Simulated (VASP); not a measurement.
SnO2, 12 atoms in the cell. The structure is monoclinic, space group Cm (No. 8). The conventional cell has a = 5.607 Å, b = 3.237 Å, c = 4.680 Å, α = 90.00°, β = 113.54°, γ = 90.00°. Within 2.6 Å of Sn (site symmetry m) lie 6 O at 1.94 to 2.21 Å. Within 3.1 Å of O (site symmetry m) lie 3 Sn at 2.05 to 2.15 Å and 6 O at 2.64 to 3.07 Å. O (site symmetry m) has 3 Sn at 1.94 to 2.21 Å and 6 O at 2.64 to 3.07 Å within 3.1 Å.  This cell differs from its parent crystal: atoms displaced along a vibrational mode.

- Program: VASP 6.6.1
- Task: single point
- Functional: PBE
- Dispersion: D3(BJ)
- Potentials or basis: VASP PAW PBE potentials, release 64 (Sn_d, O)
- Cutoff: 520 eV
- k mesh: 6 × 6 × 6
- Occupations: gaussian, width 0.05 eV
- Spin: no spin polarisation
- Dipole correction: no
- Further INCAR settings: ALGO = Normal; EDIFF = 1e-06; NBANDS = 64

Potentials or basis: VASP PAW PBE potentials, release 64 (Sn_d, O).

The run is started by

```bash
$ cat potpaw_PBE.64/Sn_d/POTCAR potpaw_PBE.64/O/POTCAR > POTCAR
$ mpirun -np 1 vasp_std > vasp.out
```

Hardware: 1 thread of Oxide Virtual Turin-like Processor (shared host).

Q: Estimate the wall time of this run.

A: Wall time 11 min on 1 thread of Oxide Virtual Turin-like Processor (shared host), peak memory 0.54 GiB. Counts: scf iterations 14, k points 68.
